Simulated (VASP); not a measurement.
A run of VASP 6.6.1:

File INCAR:

```
  PREC = Accurate
  ENCUT = 600
  EDIFF = 1E-6
  ISMEAR = 0
  SIGMA = 0.1
  LREAL = F
  LASPH = T
  NELM = 60
  ALGO = Normal
  ISIF = 3
  LWAVE = F
  LCHARG = F
  GGA = PE
  IBRION = 2
  NSW = 90
  EDIFFG = -0.04
```

KPOINTS

```
regular mesh
0
Gamma
  4 4 4
```

Contents of POSCAR:

```
Sn3P4
1.0
    3.1514213400     -4.3793754600      0.0000000000
    3.1514213400      4.3793754600      0.0000000000
    0.0000000000      0.0000000000      6.9277313700
Sn P
3 4
Direct
    0.1419068200      0.8580931800      0.0000000000
    0.8580931800      0.1419068200      0.0000000000
    0.5000000000      0.5000000000      0.5000000000
    0.1571099200      0.8428900800      0.5000000000
    0.8428900800      0.1571099200      0.5000000000
    0.0000000000      0.0000000000      0.2506533600
    0.0000000000      0.0000000000      0.7493466400
```

Potentials or basis: VASP PAW PBE potentials, release 64 (Sn_d, P).

Run with:

```console
$ cat potpaw_PBE.64/Sn_d/POTCAR potpaw_PBE.64/P/POTCAR > POTCAR
$ mpirun -np 1 vasp_std > vasp.out
```

Hardware: 1 thread of Intel(R) Xeon(R) 6975P-C (Granite Rapids), with other jobs on the host.

Task: Estimate the wall time of this run.

Result: Run time: 28 min on 1 thread of Intel(R) Xeon(R) 6975P-C (Granite Rapids) (shared host), peak memory 0.45 GiB. Counts: scf iterations 243, k points 21, ion steps 26.
